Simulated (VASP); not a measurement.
Here is a VASP 6.6.1 calculation.

Contents of INCAR:

```
SYSTEM = Au
ALGO     = Normal         ! electronic algorithm
EDIFF    = 1E-6           ! SCF threshold, eV
ENCUT    = 520            ! plane-wave cutoff, eV
GGA      = PE             ! functional
ISIF     = 2              ! what is computed and relaxed
ISMEAR   = -1             ! smearing method
LASPH    = .TRUE.         ! aspherical terms in the spheres
LCHARG   = .FALSE.        ! write CHGCAR
LREAL    = .FALSE.        ! projectors in reciprocal space
LWAVE    = .FALSE.        ! write WAVECAR
NBANDS   = 12             ! bands
NELM     = 100            ! most SCF steps
PREC     = Accurate       ! precision mode
SIGMA    = 0.08           ! smearing width, eV
```

KPOINTS

```
k-points
0
G
  14 14 14
  0 0 0
```

POSCAR

```
Au
1.0
    0.0000000000      2.0856180283      2.0856180283
    2.0856180283      0.0000000000      2.0856180283
    2.0856180283      2.0856180283      0.0000000000
Au
1
Direct
    0.0000000000      0.0000000000      0.0000000000
```

Potentials or basis: VASP PAW PBE potentials, release 64 (Au).

Launch:

```sh
$ cat potpaw_PBE.64/Au/POTCAR > POTCAR
$ mpirun -np 1 vasp_std > vasp.out
```

Q: Estimate the pressure.

A: -1.6 GPa.
